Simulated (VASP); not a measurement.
Input of a VASP 6.6.1 run:

File INCAR:

```
ALGO = Normal
EDIFF = 1E-6
ENCUT = 520
GGA = CA
ISIF = 2
ISMEAR = 0
LASPH = True
LCHARG = True
LELF = True
LREAL = False
LVHAR = True
LWAVE = False
NBANDS = 8
NELM = 100
PREC = Accurate
SIGMA = 0.15
```

Contents of KPOINTS:

```
k-points
0
Gamma
  22 22 22
```

POSCAR

```
Si
1.0
   -1.7183475491      1.5354823109      1.3203298500
    1.7183475491     -1.5354823109      1.3203298500
    1.7183475491      1.5354823109     -1.3203298500
Si
1
Direct
    0.0000000000      0.0000000000      0.0000000000
```

Potentials or basis: VASP PAW LDA potentials, release 64 (Si).

Launch:

```sh
$ cat potpaw_LDA.64/Si/POTCAR > POTCAR
$ mpirun -np 1 vasp_std > vasp.out
```

(1) Predict the band gap on the k mesh.

(2) Estimate the pressure.

Answers

(1) zero (band 2 reaches 20.58 eV, above the bottom of band 3 at 7.02 eV).

(2) 0.3 GPa.

Caveat: the cell differs from its parent crystal (strain +0.0562 x Voigt [1, -1, 0, 0, 0, 0]).
